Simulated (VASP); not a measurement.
# Sn (Im-3m) in VASP: a series of runs

Sn is run at these levels: PBE; tasks: single point.

Program: VASP 6.6.1. These are calculated values, not measurements. Logs are shortened: lines on timing, memory, paths and dates and some standing lists are left out, and cuts for length are marked.

## 1. The cell of the first run

It takes space group Im-3m (No. 229, cubic). The conventional cell has a = 3.807 Å, b = 3.807 Å, c = 3.807 Å, α = 90.00°, β = 90.00°, γ = 90.00°. Within 4.3 Å of Sn (site symmetry m-3m) lie 14 Sn at 3.30 to 3.81 Å.

This isn't the form of Sn at room conditions, which is tetragonal (white tin).

## 2. Single point, PBE

Contents of INCAR:

```
ALGO = Normal
EDIFF = 1E-7
ENCUT = 520
GGA = PE
ISIF = 2
ISMEAR = -1
LASPH = True
LCHARG = False
LREAL = False
LWAVE = False
NBANDS = 13
NELM = 100
PREC = Accurate
SIGMA = 0.1
```

Contents of KPOINTS:

```
k-points
0
Gamma
  19 19 19
```

Contents of POSCAR:

```
Sn
1.0
   -1.9035740482      1.9035740482      1.9035740482
    1.9035740482     -1.9035740482      1.9035740482
    1.9035740482      1.9035740482     -1.9035740482
Sn
1
Direct
    0.0000000000      0.0000000000      0.0000000000
```

Potentials or basis: VASP PAW PBE potentials, release 64 (Sn_d).

The run is started by

```
cat potpaw_PBE.64/Sn_d/POTCAR > POTCAR
mpirun -np 1 vasp_std > vasp.out
```

OUTCAR:

```text
EDIFF = 1E-7
   ENCUT = 520
   GGA = PE
   ISIF = 2
   ISMEAR = -1
   LASPH = True
   LREAL = False
   NELM = 100
   PREC = Accurate

 ion  position               nearest neighbor table
   1  0.000  0.000  0.000-

  LATTYP: Found a body centered cubic cell.
 ALAT       =     3.8071480964

  Lattice vectors:

 A1 = (  -1.9035740482,   1.9035740482,   1.9035740482)
 A2 = (   1.9035740482,  -1.9035740482,   1.9035740482)
 A3 = (   1.9035740482,   1.9035740482,  -1.9035740482)

Analysis of symmetry for initial positions (statically):
=====================================================================
 Subroutine PRICEL returns:
 Original cell was already a primitive cell.

 Routine SETGRP: Setting up the symmetry group for a
 body centered cubic supercell.

 Subroutine GETGRP returns: Found 48 space group operations
 (whereof 48 operations were pure point group operations)
 out of a pool of 48 trial point group operations.

The static configuration has the point symmetry O_h .

Analysis of symmetry for dynamics (positions and initial velocities):
=====================================================================
 Subroutine PRICEL returns:
 Original cell was already a primitive cell.

 Routine SETGRP: Setting up the symmetry group for a
 body centered cubic supercell.

 Subroutine GETGRP returns: Found 48 space group operations
 (whereof 48 operations were pure point group operations)
 out of a pool of 48 trial point group operations.

The dynamic configuration has the point symmetry O_h .

 Subroutine INISYM returns: Found 48 space group operations
 (whereof 48 operations are pure point group operations),
 and found     1 'primitive' translations

----------------------------------------------------------------------------------------

                                     Primitive cell

  volume of cell :      27.5911

  direct lattice vectors                    reciprocal lattice vectors
    -1.903574048  1.903574048  1.903574048     0.000000000  0.262663804  0.262663804
     1.903574048 -1.903574048  1.903574048     0.262663804  0.000000000  0.262663804
     1.903574048  1.903574048 -1.903574048     0.262663804  0.262663804  0.000000000

  length of vectors
     3.297086967  3.297086967  3.297086967     0.371462713  0.371462713  0.371462713

  position of ions in fractional coordinates (direct lattice)
     0.000000000  0.000000000  0.000000000

  ion indices of the primitive-cell ions
   primitive index   ion index
                 1           1

----------------------------------------------------------------------------------------

 KPOINTS: k-points

Automatic generation of k-mesh.
 Grid dimensions read from file:
 generate k-points for:   19   19   19

 Generating k-lattice:

  Cartesian coordinates                     Fractional coordinates (reciprocal lattice)
     0.000000000  0.013824411  0.013824411     0.052631579  0.000000000  0.000000000
     0.013824411  0.000000000  0.013824411     0.000000000  0.052631579  0.000000000
     0.013824411  0.013824411  0.000000000     0.000000000  0.000000000  0.052631579

  Length of vectors
     0.019550669  0.019550669  0.019550669

  Shift w.r.t. Gamma in fractional coordinates (k-lattice)
     0.000000000  0.000000000  0.000000000

 Subroutine IBZKPT returns following result:
 ===========================================

 Found    220 irreducible k-points:

 Following reciprocal coordinates:
            Coordinates               Weight
  0.000000  0.000000  0.000000      1.000000
  0.052632  0.000000  0.000000     12.000000
  0.105263  0.000000  0.000000     12.000000
  0.157895  0.000000  0.000000     12.000000
  0.210526  0.000000  0.000000     12.000000
  0.263158  0.000000  0.000000     12.000000
[... 16 lines left out ...]
  0.263158  0.105263  0.000000     48.000000
  0.315789  0.105263  0.000000     48.000000
 [... further k-points ...]
   k-points           NKPTS =    220   k-points in BZ     NKDIM =    220   number of bands    NBANDS=     13
   number of dos      NEDOS =    301   number of ions     NIONS =      1
   total plane-waves  NPLWV =  21952
   dimension x,y,z NGX =    28 NGY =   28 NGZ =   28
   dimension x,y,z NGXF=    56 NGYF=   56 NGZF=   56
   ions per type =               1
   NGX,Y,Z   is equivalent  to a cutoff of  14.12, 14.12, 14.12 a.u.
   NGXF,Y,Z  is equivalent  to a cutoff of  28.24, 28.24, 28.24 a.u.
 SYSTEM =  unknown system
   PREC   = accura    normal or accurate (medium, high low for compatibility)
   ISTART =      0    job   : 0-new  1-cont  2-samecut
   ICHARG =      2    charge: 1-file 2-atom 10-const
   ISPIN  =      1    spin polarized calculation?
   LNONCOLLINEAR =      F non collinear calculations
   LSORBIT =      F    spin-orbit coupling
   LASPH  =      T    aspherical Exc in radial PAW
   ENCUT  =  520.0 eV  38.22 Ry    6.18 a.u.   6.13  6.13  6.13*2*pi/ulx,y,z
   NELM   =    100;   NELMIN=  2; NELMDL= -5     # of ELM steps
   EDIFF  = 0.1E-06   stopping-criterion for ELM
   LREAL  =      F    real-space projection
   EDIFFG = 0.1E-05   stopping-criterion for IOM
   NSW    =      0    number of steps for IOM
   IBRION =     -1    ionic relax: 0-MD 1-quasi-New 2-CG
   NFREE  =      0    steps in history (QN), initial steepest desc. (CG)
   ISIF   =      2    stress and relaxation
   ISYM   =      2    0-nonsym 1-usesym 2-fastsym
   POTIM  = 0.5000    time-step for ionic-motion
   TEBEG  =    0.0;   TEEND  =   0.0 temperature during run
   PSTRESS=    0.0 pullay stress
   NELECT =      14.0000    total number of electrons
   NUPDOWN=      -1.0000    fix difference up-down
   EMIN   =  10.00;   EMAX   =-10.00  energy-range for DOS
   EFERMI =   0.00;   METHOD = LEGACY
   ISMEAR =    -1;   SIGMA  =   0.10  broadening in eV -4-tet -1-fermi 0-gaus
   EFERMI_NEDOS =   21; number of points for ismear=-14 and -15
   IALGO  =     38    algorithm
   IMIX   =      4    mixing-type and parameters
     AMIX     =   0.40;   BMIX     =  1.00
     AMIX_MAG =   1.60;   BMIX_MAG =  1.00
  volume/ion in A,a.u.               =      27.59       186.19
  Fermi-wavevector in a.u.,A,eV,Ry     =   1.305753  2.467516 23.197814  1.704991
  Thomas-Fermi vector in A             =   2.436601
   LORBIT       =      0    0 simple, 1 ext, 2 COOP (PROOUT), +10 PAW based schemes
   GGA     = PE    functional components
   LHFCALC =     F    Hartree Fock is set to
   AEXX    =    0.0000 exact exchange contribution
   IVDW    =     0    specifies the selected vdW correction
   LEPSILON=     F    determine dielectric tensor
   LRPA    =     F    only Hartree local field effects (RPA)
 non-spin polarized calculation
  energy-cutoff  :      520.00
  volume of cell :       27.59
 maximum number of plane-waves:       767
 NGX is ok and might be reduce to    28
   NGX = 13   NGY = 13   NGZ = 13

 number of electron      13.9999996 magnetization

 Free energy of the ion-electron system (eV)
  ---------------------------------------------------
  ext. energy  EPLUGINS =         0.00000000
  ---------------------------------------------------
  free energy    TOTEN  =        -3.78487868 eV

  energy without entropy =       -3.76628443  energy(sigma->0) =       -3.77558155

 E-fermi :   7.9004     XC(G=0): -10.2977

 val. band max:        7.8951397049   @ k =  -0.3158   0.3684   0.2632
 cond. band min:       7.9019169788   @ k =  -0.3158   0.4737   0.1053
 fundamental gap:      0.0067772739
 Fermi energy:         7.9003888576

 k-point     1 :       0.0000    0.0000    0.0000
  band No.  band energies     occupation
      1     -13.6466      2.00000
      2     -13.6466      2.00000
      3     -13.6466      2.00000
      4     -13.5145      2.00000
      5     -13.5145      2.00000
      6      -3.0682      2.00000
      7      15.7403      0.00000
      8      15.7403      0.00000
      9      15.7403      0.00000
     10      19.9944      0.00000
     11      19.9944      0.00000
     12      19.9944      0.00000
     13      20.5324      0.00000

 k-point     2 :       0.0526    0.0000    0.0000
  band No.  band energies     occupation
      1     -13.6478      2.00000
      2     -13.6448      2.00000
      3     -13.6410      2.00000
      4     -13.5158      2.00000
      5     -13.5146      2.00000
      6      -3.0086      2.00000
      7      15.1974      0.00000
      8      15.4935      0.00000
      9      15.6633      0.00000
     10      19.1573      0.00000
     11      19.3783      0.00000
     12      19.8326      0.00000
     13      20.8630      0.00000

 k-point     3 :       0.1053    0.0000    0.0000
  band No.  band energies     occupation
      1     -13.6511      2.00000
      2     -13.6399      2.00000
      3     -13.6247      2.00000
      4     -13.5195      2.00000
      5     -13.5151      2.00000
      6      -2.8297      2.00000
      7      13.8878      0.00000
      8      14.9040      0.00000
      9      15.4370      0.00000
     10      18.3151      0.00000
     11      18.6527      0.00000
     12      19.6376      0.00000
     13      21.2892      0.00000

 k-point     4 :       0.1579    0.0000    0.0000
  band No.  band energies     occupation
      1     -13.6564      2.00000
      2     -13.6331      2.00000
      3     -13.5995      2.00000
      4     -13.5246      2.00000
      5     -13.5159      2.00000
      6      -2.5312      2.00000
      7      12.2796      0.00000
      8      14.1950      0.00000
      9      15.0909      0.00000
     10      17.6441      0.00000
     11      18.0133      0.00000
     12      19.6411      0.00000
     13      21.5390      0.00000

 k-point     5 :       0.2105    0.0000    0.0000
  band No.  band energies     occupation
      1     -13.6629      2.00000
      2     -13.6263      2.00000
      3     -13.5679      2.00000
      4     -13.5295      2.00000
      5     -13.5168      2.00000
      6      -2.1134      2.00000
      7      10.6104      0.00000
      8      13.4927      0.00000
      9      14.6831      0.00000
     10      17.0947      0.00000
     11      17.4675      0.00000
     12      19.8674      0.00000
     13      21.8227      0.00000
[... 257 lines left out ...]
 k-point    22 :       0.2105    0.1053    0.0000
  band No.  band energies     occupation
      1     -13.6624      2.00000
      2     -13.6237      2.00000
      3     -13.5355      2.00000
      4     -13.5278      2.00000
      5     -13.5173      2.00000
      6      -1.3998      2.00000
      7       9.0121      0.00003
      8      11.6004      0.00000
      9      13.5770      0.00000
     10      17.2523      0.00000
     11      18.4273      0.00000
     12      19.7914      0.00000
     13      23.4086      0.00000

 k-point    23 :       0.2632    0.1053    0.0000
  band No.  band energies     occupation
      1     -13.6685      2.00000
      2     -13.6195      2.00000
      3     -13.5347      2.00000
      4     -13.5211      2.00000
      5     -13.4972      2.00000
      6      -0.7519      2.00000
      7       7.5254      1.95405
      8      11.0399      0.00000
      9      13.1853      0.00000
     10      16.9124      0.00000
     11      18.4308      0.00000
     12      20.0011      0.00000
     13      23.7966      0.00000

 k-point    24 :       0.3158    0.1053    0.0000
  band No.  band energies     occupation
      1     -13.6737      2.00000
      2     -13.6188      2.00000
      3     -13.5312      2.00000
      4     -13.5220      2.00000
      5     -13.4730      2.00000
      6      -0.0030      2.00000
      7       6.1209      2.00000
      8      10.6235      0.00000
      9      12.8777      0.00000
     10      16.6531      0.00000
     11      18.3148      0.00000
     12      20.5035      0.00000
     13      23.9442      0.00000

 [... further k-points ...]

------------------------ aborting loop because EDIFF is reached ----------------------------------------

  FORCE on cell =-STRESS in cart. coord.  units (eV):
  Direction    XX          YY          ZZ          XY          YZ          ZX
  --------------------------------------------------------------------------------------
  -------------------------------------------------------------------------------------
  Total        0.0155376      0.0155376      0.0155376     -0.0000000     -0.0000000      0.0000000
  in kB        0.9022480      0.9022480      0.9022480     -0.0000000     -0.0000000      0.0000000
  external PRESSURE =       0.9022480 kB  Pullay stress =       0.0000000 kB

 VOLUME and BASIS-vectors are now :
 -----------------------------------------------------------------------------
  energy-cutoff  :      520.00
  volume of cell :       27.59
      direct lattice vectors                 reciprocal lattice vectors
    -1.903574048  1.903574048  1.903574048     0.000000000  0.262663804  0.262663804
     1.903574048 -1.903574048  1.903574048     0.262663804  0.000000000  0.262663804
     1.903574048  1.903574048 -1.903574048     0.262663804  0.262663804  0.000000000

 POSITION                                       TOTAL-FORCE (eV/Angst)
 -----------------------------------------------------------------------------------
      0.00000      0.00000      0.00000        -0.000000     -0.000000      0.000000
 -----------------------------------------------------------------------------------
    total drift:                               -0.000000     -0.000000     -0.000000

  FREE ENERGIE OF THE ION-ELECTRON SYSTEM (eV)
  ---------------------------------------------------
  free  energy   TOTEN  =        -3.7848786838 eV

  energy  without entropy=       -3.7662844262  energy(sigma->0) =       -3.77558155
```

Wall time 2 min (1 thread of Intel Xeon 8259CL, shared host); peak memory 0.21 GiB.

What came out:

```
Free energy            : -3.7849 eV
Pressure               : 0.1 GPa
Band gap on the k mesh : zero (bands 7 and 8 overlap by 10.18 eV)
```

Caveat: spin-orbit coupling is left out, which moves the levels of the heavy elements.

## 3. Single point, PBE (28.69 Å³/atom)

This run uses another cell than the first one, of 28.69 Å³/atom.

Contents of INCAR:

```
SYSTEM = Sn
ALGO = Normal
EDIFF = 1E-7
ENCUT = 520
GGA = PE
ISIF = 2
ISMEAR = -1
LASPH = .TRUE.
LCHARG = .FALSE.
LREAL = .FALSE.
LWAVE = .FALSE.
NBANDS = 13
NELM = 80
PREC = Accurate
SIGMA = 0.1
```

Contents of KPOINTS:

```
k-points
0
G
  19 19 19
  0 0 0
```

Contents of POSCAR:

```
Sn
1.0
   -1.9286239478      1.9286239478      1.9286239478
    1.9286239478     -1.9286239478      1.9286239478
    1.9286239478      1.9286239478     -1.9286239478
Sn
1
Direct
    0.0000000000      0.0000000000      0.0000000000
```

Potentials or basis: VASP PAW PBE potentials, release 64 (Sn_d).

The run is started by

```
cat potpaw_PBE.64/Sn_d/POTCAR > POTCAR
mpirun -np 1 vasp_std > vasp.out
```

Wall time 2.1 min (1 thread of Intel Xeon 8259CL, shared host); peak memory 0.21 GiB.

Results (log left out):

- Free energy: -3.7797 eV
- Pressure: -1.6 GPa
- Band gap on the k mesh: zero (bands 7 and 8 overlap by 9.71 eV)

Levels at points of the mesh, in eV from the Fermi level:
| k point | band 3 | band 4 | band 5 | band 6 | band 7 | band 8 | band 9 | band 10 | band 11 | band 12 |
| --- | --- | --- | --- | --- | --- | --- | --- | --- | --- | --- |
| (0.00, 0.00, 0.00) | -21.53 | -21.42 | -21.42 | -10.70 | 7.48 | 7.48 | 7.48 | 12.00 | 12.00 | 12.00 |

Caveat: spin-orbit coupling is left out, which moves the levels of the heavy elements.

## 4. Single point, PBE (29.80 Å³/atom)

This run uses another cell than the first one, of 29.80 Å³/atom.

Contents of INCAR:

```
PREC = Accurate
ENCUT = 520
EDIFF = 1E-7
ISMEAR = -1
SIGMA = 0.1
LREAL = False
LASPH = True
NELM = 80
ALGO = Normal
ISIF = 2
LWAVE = False
LCHARG = True
GGA = PE
LELF = True
LVHAR = True
NBANDS = 13
```

Contents of KPOINTS:

```
Automatic mesh
0
Gamma
  19 19 19
```

Contents of POSCAR:

```
Sn
1.0
   -1.9530395011      1.9530395011      1.9530395011
    1.9530395011     -1.9530395011      1.9530395011
    1.9530395011      1.9530395011     -1.9530395011
Sn
1
Direct
    0.0000000000      0.0000000000      0.0000000000
```

The run is started by

```
cat potpaw_PBE.64/Sn_d/POTCAR > POTCAR
mpirun -np 1 vasp_std > vasp.out
```

Wall time 2.1 min (1 thread of Intel Xeon 8259CL, shared host); peak memory 0.21 GiB.

Results (log left out):

```
Free energy            : -3.7641 eV
Pressure               : -3.0 GPa
Band gap on the k mesh : zero (bands 7 and 8 overlap by 9.27 eV)
```

Levels at points of the mesh, in eV from the Fermi level:
| k point | band 3 | band 4 | band 5 | band 6 | band 7 | band 8 | band 9 | band 10 | band 11 | band 12 |
| --- | --- | --- | --- | --- | --- | --- | --- | --- | --- | --- |
| (0.00, 0.00, 0.00) | -21.53 | -21.42 | -21.42 | -10.45 | 7.15 | 7.15 | 7.15 | 11.91 | 11.91 | 11.91 |

Caveat: spin-orbit coupling is left out, which moves the levels of the heavy elements.

## 5. Single point, PBE (30.90 Å³/atom)

This run uses another cell than the first one, of 30.90 Å³/atom.

Contents of INCAR:

```
SYSTEM = Sn
PREC = Accurate ; ENCUT = 520
EDIFF = 1E-6 ; ISMEAR = -1
SIGMA = 0.1 ; LREAL = .FALSE.
LASPH = .TRUE. ; NELM = 100
ALGO = Normal ; ISIF = 2
LWAVE = .FALSE. ; LCHARG = .TRUE.
GGA = PE ; LELF = .TRUE.
LVHAR = .TRUE. ; NBANDS = 13
```

Contents of KPOINTS:

```
regular mesh
0
G
  19 19 19
  0 0 0
```

Contents of POSCAR:

```
Sn
1.0
   -1.9768594036      1.9768594036      1.9768594036
    1.9768594036     -1.9768594036      1.9768594036
    1.9768594036      1.9768594036     -1.9768594036
Sn
1
Direct
    0.0000000000      0.0000000000      0.0000000000
```

The run is started by

```
cat potpaw_PBE.64/Sn_d/POTCAR > POTCAR
mpirun -np 1 vasp_std > vasp.out
```

Run time: 2.1 min. Hardware: 1 thread of Intel Xeon 8259CL, shared host; peak memory 0.22 GiB.

The run converged. Its results:

```
Free energy            : -3.7400 eV
Pressure               : -4.1 GPa
Band gap on the k mesh : zero (bands 7 and 8 overlap by 8.86 eV)
```

Levels at points of the mesh, in eV from the Fermi level:
```csv
k point,band 5,band 6,band 7,band 8,band 9,band 10
"(0.00, 0.00, 0.00)",-21.43,-10.22,6.84,6.84,6.84,11.82
```

Caveat: the cell stands under tension; spin-orbit coupling is left out, which moves the levels of the heavy elements.

## 6. Single point, PBE, non-collinear spin, zero start, spin-orbit coupling

Contents of INCAR:

```
SYSTEM = Sn
  PREC = Accurate
  ENCUT = 520
  EDIFF = 1E-7
  ISMEAR = -1
  SIGMA = 0.1
  LREAL = .False.
  LASPH = .True.
  NELM = 150
  ALGO = Normal
  ISIF = 2
  LWAVE = .False.
  LCHARG = .True.
  MAGMOM = 0 0 0
  LORBIT = 11
  LSORBIT = .True.
  GGA_COMPAT = .False.
  LORBMOM = .True.
  GGA = PE
  LVHAR = .True.
  NBANDS = 25
```

Contents of KPOINTS:

```
Automatic mesh
0
Gamma
  12 12 12
  0 0 0
```

Contents of POSCAR:

```
Sn
1.0
   -1.9035740482      1.9035740482      1.9035740482
    1.9035740482     -1.9035740482      1.9035740482
    1.9035740482      1.9035740482     -1.9035740482
Sn
1
Direct
    0.0000000000      0.0000000000      0.0000000000
```

Potentials or basis: VASP PAW PBE potentials, release 64 (Sn_d).

The run is started by

```
cat potpaw_PBE.64/Sn_d/POTCAR > POTCAR
mpirun -np 1 vasp_ncl > vasp.out
```

It took 4 min on 1 thread of Intel Xeon 8259CL, shared host; peak memory 0.28 GiB.

Results (log left out):

```yaml
Free_energy: -3.8384 eV
Pressure: 0.0 GPa
Net_moment: 0.00 μB per cell
Valence_electrons_inside_the_program's_atomic_spheres: Sn 12.14
```

Moments on the atoms (μB; x, y, z):
```
Sn  0.00 0.00 0.00
```

## 7. Overview

```tsv
spin	cell	k mesh	gap on the mesh (eV)	pressure (GPa)
off	a = 3.297 Å, angles 109.5°, 1 atom	19 × 19 × 19	none	0.1
off	a = 3.340 Å, angles 109.5°, 1 atom	19 × 19 × 19	none	-1.6
off	a = 3.383 Å, angles 109.5°, 1 atom	19 × 19 × 19	none	-3.0
off	a = 3.424 Å, angles 109.5°, 1 atom	19 × 19 × 19	none	-4.1
non-collinear, zero start, SOC	a = 3.297 Å, angles 109.5°, 1 atom	12 × 12 × 12	-	0.0
```

Alike in all rows: task single point; level PBE; potentials or basis VASP PAW PBE potentials, release 64 (Sn_d); cutoff (eV) 520; smearing fermi-dirac 0.1 eV.

Caveats: spin-orbit coupling is left out, which moves the levels of the heavy elements (at least some runs); the cell stands under tension (at least some runs).

Absolute energies hang on the potentials; compare differences alone.

The gap in the log of VASP goes by the Fermi energy; the results here count the filled bands.